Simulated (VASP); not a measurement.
A run of VASP 6.6.1 is set up as follows.

INCAR

```
SYSTEM = Cu
ALGO = Fast
EDIFF = 1E-6
ENCUT = 520
GGA = PS
ISIF = 2
ISMEAR = 0
LASPH = .True.
LCHARG = .True.
LELF = .True.
LREAL = .False.
LVHAR = .True.
LWAVE = .False.
NBANDS = 12
NELM = 60
PREC = Accurate
SIGMA = 0.1
```

The input KPOINTS:

```
k-points
0
Gamma
  20 20 20
  0 0 0
```

File POSCAR:

```
Cu
1.0
    0.0000000000      1.7816373414      1.7816373414
    1.7816373414      0.0000000000      1.7816373414
    1.7816373414      1.7816373414      0.0000000000
Cu
1
Direct
    0.0000000000      0.0000000000      0.0000000000
```

Potentials or basis: VASP PAW PBE potentials, release 64 (Cu).

Run with:

```console
$ cat potpaw_PBE.64/Cu/POTCAR > POTCAR
$ mpirun -np 1 vasp_std > vasp.out
```

(1) Predict the pressure.

## Answers

(1) 0.7 GPa.

Caveat: the PAW data sets were made with another functional, which shifts forces and pressure a little.
